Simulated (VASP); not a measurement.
# Ti (Cmcm) in VASP: further runs, part 2 of 2

VASP 6.6.1.

**3. Single point, PBEsol (atoms displaced along a vibrational mode)**

Contents of INCAR:

```
  PREC = Accurate
  ENCUT = 520
  EDIFF = 1E-6
  ISMEAR = 0
  SIGMA = 0.15
  LREAL = False
  LASPH = True
  NELM = 80
  ALGO = Fast
  ISIF = 2
  LWAVE = False
  LCHARG = False
  GGA = PS
  NBANDS = 19
```

Contents of KPOINTS:

```
regular mesh
0
Gamma
  18 18 10
```

Contents of POSCAR:

```
Ti
1.0
   -1.6410000000      1.6410000000      1.6410000000
    1.6410000000     -1.6410000000      1.6410000000
    3.2820000000      3.2820000000      0.0000000000
Ti
2
Direct
   -0.0420127429      0.0420127429      0.0000000000
    0.5420127429      0.4579872571      0.5000000000
```

Potentials or basis: VASP PAW PBE potentials, release 64 (Ti_sv).

Run with:

```
$ cat potpaw_PBE.64/Ti_sv/POTCAR > POTCAR
$ mpirun -np 1 vasp_std > vasp.out
```

OUTCAR:

```text
PREC = Accurate
   ENCUT = 520
   EDIFF = 1E-6
   ISMEAR = 0
   LREAL = False
   LASPH = True
   NELM = 80
   ISIF = 2
   GGA = PS

 ion  position               nearest neighbor table
   1  0.958  0.042  0.000-   2 2.87   2 2.87   2 2.87   2 2.87
   2  0.542  0.458  0.500-   1 2.87   1 2.87   1 2.87   1 2.87

  LATTYP: Found a base centered orthorhombic cell.
 ALAT       =     3.2820000000
 B/A-ratio  =     1.4142135624
 C/A-ratio  =     1.4142135624

  Lattice vectors:

 A1 = (  -1.6410000000,   1.6410000000,   1.6410000000)
 A2 = (   1.6410000000,  -1.6410000000,   1.6410000000)
 A3 = (   3.2820000000,   3.2820000000,   0.0000000000)

Analysis of symmetry for initial positions (statically):
=====================================================================
 Subroutine PRICEL returns:
 Original cell was already a primitive cell.

 Routine SETGRP: Setting up the symmetry group for a
 base centered orthorhombic supercell.

 Subroutine GETGRP returns: Found  8 space group operations
 (whereof  4 operations were pure point group operations)
 out of a pool of  8 trial point group operations.
[... 163 lines left out ...]
  free energy    TOTEN  =       -16.52926744 eV

  energy without entropy =      -16.49088945  energy(sigma->0) =      -16.51007844

 E-fermi :   7.8023     XC(G=0): -11.5475

 val. band max:        7.8006649814   @ k =   0.1111   0.0000   0.5000
 cond. band min:       7.8030156498   @ k =   0.3889   0.1667   0.1000
 fundamental gap:      0.0023506684
 Fermi energy:         7.8023304653

 k-point     1 :       0.0000    0.0000    0.0000
  band No.  band energies     occupation
      1     -48.5864      2.00000
      2     -48.4615      2.00000
      3     -25.2265      2.00000
      4     -24.7247      2.00000
      5     -24.5834      2.00000
      6     -24.5661      2.00000
[... 505 lines left out ...]
      6     -24.6335      2.00000
[... 11 lines left out ...]
     18      10.3301      0.00000
     19      11.3353      0.00000

 [... further k-points ...]

------------------------ aborting loop because EDIFF is reached ----------------------------------------

  FORCE on cell =-STRESS in cart. coord.  units (eV):
  Direction    XX          YY          ZZ          XY          YZ          ZX
  --------------------------------------------------------------------------------------
  -------------------------------------------------------------------------------------
  Total       -1.4173670     -1.4173670     -1.5956536     -0.6541536      0.0000000      0.0000000
  in kB      -64.2358052    -64.2358052    -72.3158450    -29.6465798      0.0000000      0.0000000
  external PRESSURE =     -66.9291518 kB  Pullay stress =       0.0000000 kB

 VOLUME and BASIS-vectors are now :
 -----------------------------------------------------------------------------
  energy-cutoff  :      520.00
  volume of cell :       35.35
      direct lattice vectors                 reciprocal lattice vectors
    -1.641000000  1.641000000  1.641000000    -0.152346130  0.152346130  0.304692261
     1.641000000 -1.641000000  1.641000000     0.152346130 -0.152346130  0.304692261
     3.282000000  3.282000000  0.000000000     0.152346130  0.152346130  0.000000000

 POSITION                                       TOTAL-FORCE (eV/Angst)
 -----------------------------------------------------------------------------------
     -1.50311      1.50311      1.64100         0.131147     -0.131147      0.000000
      1.50311      1.77889      1.64100        -0.131147      0.131147      0.000000
 -----------------------------------------------------------------------------------
    total drift:                                0.000000      0.000000     -0.000000

  FREE ENERGIE OF THE ION-ELECTRON SYSTEM (eV)
  ---------------------------------------------------
  free  energy   TOTEN  =       -16.5292674361 eV

  energy  without entropy=      -16.4908894514  energy(sigma->0) =      -16.51007844
```

OSZICAR:

```text
N       E                     dE             d eps       ncg     rms          rms(c)
DAV:   1     0.248640957038E+03    0.24864E+03   -0.11997E+04 20780   0.153E+03
DAV:   2     0.736398989809E+01   -0.24128E+03   -0.23742E+03 21190   0.438E+02
DAV:   3    -0.180653527564E+02   -0.25429E+02   -0.25108E+02 38573   0.118E+02
[... 27 lines left out ...]
RMM:  31    -0.165292628923E+02   -0.20269E-05   -0.24435E-05 25917   0.248E-02    0.979E-03
RMM:  32    -0.165292643844E+02   -0.14921E-05   -0.18226E-05 25826   0.215E-02    0.723E-03
RMM:  33    -0.165292657022E+02   -0.13178E-05   -0.15662E-05 22107   0.168E-02    0.769E-03
RMM:  34    -0.165292666468E+02   -0.94465E-06   -0.11562E-05 21899   0.145E-02    0.840E-03
RMM:  35    -0.165292674361E+02   -0.78932E-06   -0.98343E-06 20782   0.131E-02
   1 F= -.16529267E+02 E0= -.16510078E+02  d E =-.383780E-01
```

It took 22 min on 1 thread of Intel Xeon 8259CL, shared host; peak memory 0.4 GiB.

What came out:

| Item | Value |
| --- | --- |
| Free energy | -16.5293 eV |
| Pressure | -6.7 GPa |
| Largest force | 0.185 eV/Å |
| Band gap on the k mesh | zero (bands 12 and 13 overlap by 1.27 eV) |

Forces in eV/Å, atoms in the order of the input:
```
Ti   0.131 -0.131  0.000
Ti  -0.131  0.131  0.000
```

Levels at points of the mesh, in eV from the Fermi level:
| k point | band 9 | band 10 | band 11 | band 12 | band 13 | band 14 | band 15 | band 16 |
| --- | --- | --- | --- | --- | --- | --- | --- | --- |
| (0.00, 0.00, 0.00) | -5.94 | -2.44 | -0.34 | 0.81 | 1.06 | 1.09 | 1.12 | 2.38 |
| (0.50, 0.00, 0.00) | -1.93 | -1.71 | -1.15 | -0.61 | 0.00 | 0.66 | 1.68 | 2.98 |
| (0.50, 0.50, 0.00) | -2.32 | -2.06 | -1.94 | -0.37 | 0.85 | 2.36 | 2.49 | 3.73 |
| (0.00, 0.00, 0.50) | -4.08 | -4.08 | 0.09 | 0.09 | 0.39 | 0.39 | 2.02 | 2.02 |
| (0.50, 0.00, 0.50) | -2.41 | -2.41 | -0.39 | -0.39 | 1.10 | 1.10 | 2.45 | 2.45 |
| (0.50, 0.50, 0.50) | -1.83 | -1.83 | -0.74 | -0.74 | 1.15 | 1.15 | 1.92 | 1.92 |

Caveat: the cell differs from its parent crystal (atoms displaced along a vibrational mode); the cell stands under tension; the PAW data sets were made with another functional, which shifts forces and pressure a little.

**4. Single point, PBEsol (atoms displaced along a vibrational mode)**

Contents of INCAR:

```
PREC = Accurate
ENCUT = 520
EDIFF = 1E-6
ISMEAR = 0
SIGMA = 0.15
LREAL = False
LASPH = True
NELM = 60
ALGO = Fast
ISIF = 2
LWAVE = False
LCHARG = False
GGA = PS
NBANDS = 19
```

Contents of KPOINTS:

```
Automatic mesh
0
Gamma
  18 18 10
```

Contents of POSCAR:

```
Ti
1.0
   -1.6410000000      1.6410000000      1.6410000000
    1.6410000000     -1.6410000000      1.6410000000
    3.2820000000      3.2820000000      0.0000000000
Ti
2
Direct
    0.0280084953     -0.0280084953      0.0000000000
    0.4719915047      0.5280084953      0.5000000000
```

Run with:

```
$ cat potpaw_PBE.64/Ti_sv/POTCAR > POTCAR
$ mpirun -np 1 vasp_std > vasp.out
```

Wall time 25 min (1 thread of Intel Xeon 8259CL, shared host); peak memory 0.4 GiB.

It converged, with:

```yaml
Free_energy: -16.4971 eV
Pressure: -6.8 GPa
Largest_force: 0.288 eV/Å
Band_gap_on_the_k_mesh: zero (bands 12 and 13 overlap by 1.36 eV)
```

Forces on the atoms (eV/Å):
```
Ti  -0.204  0.204  0.000
Ti   0.204 -0.204  0.000
```

Stress tensor (GPa, compression positive):
```
-6.78 -1.60  0.00
-1.60 -6.78  0.00
 0.00  0.00 -6.75
```

Levels at points of the mesh, in eV from the Fermi level:
```csv
k point,band 9,band 10,band 11,band 12,band 13,band 14,band 15,band 16
"(0.00, 0.00, 0.00)",-5.93,-2.43,-0.37,0.89,1.03,1.03,1.08,2.55
"(0.50, 0.00, 0.00)",-1.85,-1.70,-0.96,-0.46,-0.18,0.44,1.92,3.01
"(0.50, 0.50, 0.00)",-2.37,-2.05,-2.00,-0.38,0.98,2.59,2.70,3.79
"(0.00, 0.00, 0.50)",-4.07,-4.07,0.17,0.17,0.42,0.42,2.16,2.16
"(0.50, 0.00, 0.50)",-2.42,-2.42,-0.39,-0.39,1.10,1.10,2.57,2.57
"(0.50, 0.50, 0.50)",-1.69,-1.69,-0.85,-0.85,1.17,1.17,1.86,1.86
```

Caveat: the cell differs from its parent crystal (atoms displaced along a vibrational mode); the cell stands under tension; the PAW data sets were made with another functional, which shifts forces and pressure a little.

**5. Single point, PBEsol (atoms displaced along a vibrational mode)**

Contents of INCAR:

```
SYSTEM = Ti
ALGO = Fast
EDIFF = 1E-6
ENCUT = 520
GGA = PS
ISIF = 2
ISMEAR = 0
LASPH = .True.
LCHARG = .True.
LELF = .True.
LREAL = .False.
LVHAR = .True.
LWAVE = .False.
NBANDS = 19
NELM = 60
PREC = Accurate
SIGMA = 0.15
```

Contents of KPOINTS:

```
k-points
0
Gamma
  18 18 10
  0 0 0
```

Contents of POSCAR:

```
Ti
1.0
   -1.6410000000      1.6410000000      1.6410000000
    1.6410000000     -1.6410000000      1.6410000000
    3.2820000000      3.2820000000      0.0000000000
Ti
2
Direct
   -0.0140042476      0.0140042476      0.0000000000
    0.5140042476      0.4859957524      0.5000000000
```

Potentials or basis: VASP PAW PBE potentials, release 64 (Ti_sv).

Run with:

```
$ cat potpaw_PBE.64/Ti_sv/POTCAR > POTCAR
$ mpirun -np 1 vasp_std > vasp.out
```

OUTCAR:

```text
SYSTEM = Ti
   EDIFF = 1E-6
   ENCUT = 520
   GGA = PS
   ISIF = 2
   ISMEAR = 0
   LASPH = .True.
   LREAL = .False.
   NELM = 60
   PREC = Accurate

 ion  position               nearest neighbor table
   1  0.986  0.014  0.000-   2 2.85   2 2.85   2 2.85   2 2.85
   2  0.514  0.486  0.500-   1 2.85   1 2.85   1 2.85   1 2.85

  LATTYP: Found a base centered orthorhombic cell.
 ALAT       =     3.2820000000
 B/A-ratio  =     1.4142135624
 C/A-ratio  =     1.4142135624

  Lattice vectors:

[... 719 lines left out ...]
------------------------ aborting loop because EDIFF is reached ----------------------------------------

  FORCE on cell =-STRESS in cart. coord.  units (eV):
  Direction    XX          YY          ZZ          XY          YZ          ZX
  --------------------------------------------------------------------------------------
  -------------------------------------------------------------------------------------
  Total       -1.5361443     -1.5361443     -1.5086370     -0.1085269      0.0000000      0.0000000
  in kB      -69.6188556    -69.6188556    -68.3722074     -4.9184931      0.0000000      0.0000000
  external PRESSURE =     -69.2033062 kB  Pullay stress =       0.0000000 kB

 VOLUME and BASIS-vectors are now :
 -----------------------------------------------------------------------------
  energy-cutoff  :      520.00
  volume of cell :       35.35
      direct lattice vectors                 reciprocal lattice vectors
    -1.641000000  1.641000000  1.641000000    -0.152346130  0.152346130  0.304692261
     1.641000000 -1.641000000  1.641000000     0.152346130 -0.152346130  0.304692261
     3.282000000  3.282000000  0.000000000     0.152346130  0.152346130  0.000000000

 POSITION                                       TOTAL-FORCE (eV/Angst)
 -----------------------------------------------------------------------------------
     -1.59504      1.59504      1.64100         0.166706     -0.166706      0.000000
      1.59504      1.68696      1.64100        -0.166706      0.166706      0.000000
 -----------------------------------------------------------------------------------
    total drift:                                0.000000      0.000000     -0.000000

  FREE ENERGIE OF THE ION-ELECTRON SYSTEM (eV)
  ---------------------------------------------------
  free  energy   TOTEN  =       -16.4610520973 eV

  energy  without entropy=      -16.4111435929  energy(sigma->0) =      -16.43609785
```

stdout:

```text
POSCAR found type information on POSCAR Ti
 POSCAR found :  1 types and       2 ions
 scaLAPACK will be used
 -----------------------------------------------------------------------------
|                                                                             |
|                                                                             |
|     You enforced a specific xc type in the INCAR file but a different       |
[... 34 lines left out ...]
WARNING in EDDRMM: call to ZHEGV failed, returncode =   8  4      4
WARNING in EDDRMM: call to ZHEGV failed, returncode =   6  3      8
WARNING in EDDRMM: call to ZHEGV failed, returncode =   6  3      6
WARNING in EDDRMM: call to ZHEGV failed, returncode =   8  4      9
WARNING in EDDRMM: call to ZHEGV failed, returncode =   6  3      4
WARNING in EDDRMM: call to ZHEGV failed, returncode =   6  3      4
WARNING in EDDRMM: call to ZHEGV failed, returncode =   6  3      9
```

Run time: 26 min. Hardware: 1 thread of Intel Xeon 8259CL, shared host; peak memory 0.4 GiB.

Results:

| Quantity | Value |
| --- | --- |
| Free energy | -16.4611 eV |
| Pressure | -6.9 GPa |
| Largest force | 0.236 eV/Å |
| Band gap on the k mesh | zero (bands 12 and 13 overlap by 1.49 eV) |

Forces on the atoms (eV/Å):
```
Ti   0.167 -0.167  0.000
Ti  -0.167  0.167  0.000
```

Caveat: the cell differs from its parent crystal (atoms displaced along a vibrational mode); the cell stands under tension; the PAW data sets were made with another functional, which shifts forces and pressure a little.

**6. Single point, PBEsol (atoms displaced along a vibrational mode)**

Contents of INCAR:

```
  PREC = Accurate
  ENCUT = 520
  EDIFF = 1E-6
  ISMEAR = 0
  SIGMA = 0.15
  LREAL = F
  LASPH = T
  NELM = 80
  ALGO = Fast
  ISIF = 2
  LWAVE = F
  LCHARG = T
  GGA = PS
  LELF = T
  LVHAR = T
  NBANDS = 19
```

Contents of KPOINTS:

```
Automatic mesh
0
Gamma
  18 18 10
```

Contents of POSCAR:

```
Ti
1.0
   -1.6410000000      1.6410000000      1.6410000000
    1.6410000000     -1.6410000000      1.6410000000
    3.2820000000      3.2820000000      0.0000000000
Ti
2
Direct
   -0.0490148668      0.0490148668      0.0000000000
    0.5490148668      0.4509851332      0.5000000000
```

Potentials or basis: VASP PAW PBE potentials, release 64 (Ti_sv).

Run with:

```
$ cat potpaw_PBE.64/Ti_sv/POTCAR > POTCAR
$ mpirun -np 1 vasp_std > vasp.out
```

Run time: 30 min. Hardware: 1 thread of Intel Xeon 8259CL, shared host; peak memory 0.4 GiB.

The run converged. Its results:

```yaml
Free_energy: -16.5383 eV
Pressure: -6.5 GPa
Largest_force: 0.089 eV/Å
Band_gap_on_the_k_mesh: zero (bands 12 and 13 overlap by 1.21 eV)
```

Forces in eV/Å, atoms in the order of the input:
```
Ti   0.063 -0.063  0.000
Ti  -0.063  0.063  0.000
```

Stress tensor (GPa, compression positive):
```
-5.98 -3.59  0.00
-3.59 -5.98  0.00
 0.00  0.00 -7.57
```

Levels at points of the mesh, in eV from the Fermi level:
| k point | band 9 | band 10 | band 11 | band 12 | band 13 | band 14 | band 15 | band 16 |
| --- | --- | --- | --- | --- | --- | --- | --- | --- |
| (0.00, 0.00, 0.00) | -5.95 | -2.45 | -0.33 | 0.76 | 1.06 | 1.12 | 1.18 | 2.29 |
| (0.50, 0.00, 0.00) | -1.97 | -1.72 | -1.24 | -0.67 | 0.08 | 0.76 | 1.59 | 2.96 |
| (0.50, 0.50, 0.00) | -2.29 | -2.07 | -1.89 | -0.36 | 0.77 | 2.16 | 2.44 | 3.69 |
| (0.00, 0.00, 0.50) | -4.08 | -4.08 | 0.05 | 0.05 | 0.37 | 0.37 | 1.96 | 1.96 |
| (0.50, 0.00, 0.50) | -2.41 | -2.41 | -0.40 | -0.40 | 1.10 | 1.10 | 2.38 | 2.38 |
| (0.50, 0.50, 0.50) | -1.90 | -1.90 | -0.69 | -0.69 | 1.15 | 1.15 | 1.96 | 1.96 |

Caveat: the cell differs from its parent crystal (atoms displaced along a vibrational mode); the cell stands under tension; the PAW data sets were made with another functional, which shifts forces and pressure a little.

**7. Overview**

| cell | further INCAR settings | gap on the mesh (eV) | pressure (GPa) | largest force (eV/Å) |
| --- | --- | --- | --- | --- |
| as given, atomic positions A | ALGO = Fast; EDIFF = 1e-07; NBANDS = 19 | none | -6.3 | 0.03 |
| as given, atomic positions B | ALGO = Fast; EDIFF = 1e-06; NBANDS = 19 | none | -6.7 | 0.19 |
| as given, atomic positions C | ALGO = Fast; EDIFF = 1e-06; NBANDS = 19 | none | -6.8 | 0.29 |
| as given, atomic positions D | ALGO = Fast; EDIFF = 1e-06; NBANDS = 19 | none | -6.9 | 0.24 |
| as given, atomic positions E | ALGO = Fast; EDIFF = 1e-06; NBANDS = 19 | none | -6.5 | 0.09 |

Alike in all rows: task single point; level PBEsol; potentials or basis VASP PAW PBE potentials, release 64 (Ti_sv); no spin polarisation; k mesh 18 × 18 × 10; cutoff (eV) 520; smearing gaussian 0.15 eV.

Caveats: the cell stands under tension; the PAW data sets were made with another functional, which shifts forces and pressure a little.

Total energies depend on the potentials used, so only differences within one code and one set of settings carry meaning.
